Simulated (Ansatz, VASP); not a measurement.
# Two plane-wave programs on Cd3C

```
Cd C
1.0
     4.26080    0.00000    0.00000
     0.00000    4.26080    0.00000
     0.00000    0.00000    4.26080
Cd C
3 1
Direct
  0.00000 0.50000 0.50000
  0.50000 0.00000 0.50000
  0.50000 0.50000 0.00000
  0.00000 0.00000 0.00000
```

Alike in both runs: task relaxation of cell and atoms; functional PBE; k mesh 12 × 12 × 12; occupations gaussian, width 0.1 eV; no spin polarisation.

|  | VASP | Ansatz |
| --- | --- | --- |
| version | VASP 6.6.1 | Ansatz 0.2.0 |
| potentials or method | VASP PAW PBE potentials, release 64 (Cd, C), cutoff 600 eV | scalar-relativistic, plane waves, PAW |
| valence electrons in the cell | 40 | 64 |

Ansatz gave:

```
gap on the k mesh at the Fermi level, each at its own relaxed structure (eV) : none
relaxed volume (Å³/atom)                                                     : 18.14
relaxed length of the cell vector where the two differ most in proportion (Å)              : 4.171
```

Question: Which values does VASP return?

Answer: gap on the k mesh at the Fermi level, each at its own relaxed structure (eV): none; relaxed volume (Å³/atom): 18.22; relaxed length of the cell vector where the two differ most in proportion (Å): 4.177.

A gap of «none» marks a metal or a gap that the smearing closes. VASP's potentials hold 40 valence electrons a cell and Ansatz's 64, so a difference there can come from the potentials and not from the codes.
